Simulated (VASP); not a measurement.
The system is SnSe2.

```
Sn Se
1.0
     1.91229    1.10406    6.33509
    -1.91229    1.10406    6.33509
     0.00000   -2.20812    6.33509
Sn Se
1 2
Direct
  0.00000 0.00000 0.00000
  0.25056 0.25056 0.25056
  0.74944 0.74944 0.74944
```

Base run:

| Item | Value |
| --- | --- |
| Program | VASP 6.6.1 |
| Functional | PBE |
| Potentials or basis | VASP PAW PBE potentials, release 64 (Sn_d, Se) |
| Cutoff | 500 eV |
| k mesh | 8 × 8 × 8 |
| Occupations | gaussian, width 0.01 eV |
| Spin | no spin polarisation |

Its results: band gap on the k mesh 0.32 eV (least direct gap 0.54 eV); pressure 2.9 GPa; largest force 0.259 eV/Å.

Question: The run is repeated on the same cell with these changes: functional from PBE to r2SCAN; cutoff from 500 eV to 550 eV. What comes out?

Answer: Band gap on the k mesh 0.59 eV (least direct gap 0.82 eV); pressure 1.0 GPa; largest force 0.014 eV/Å.

Caveats: spin-orbit coupling is left out, which moves the levels of the heavy elements; the PAW data sets were made with another functional, which shifts forces and pressure a little (at least some runs).

A k mesh can miss the band edges.
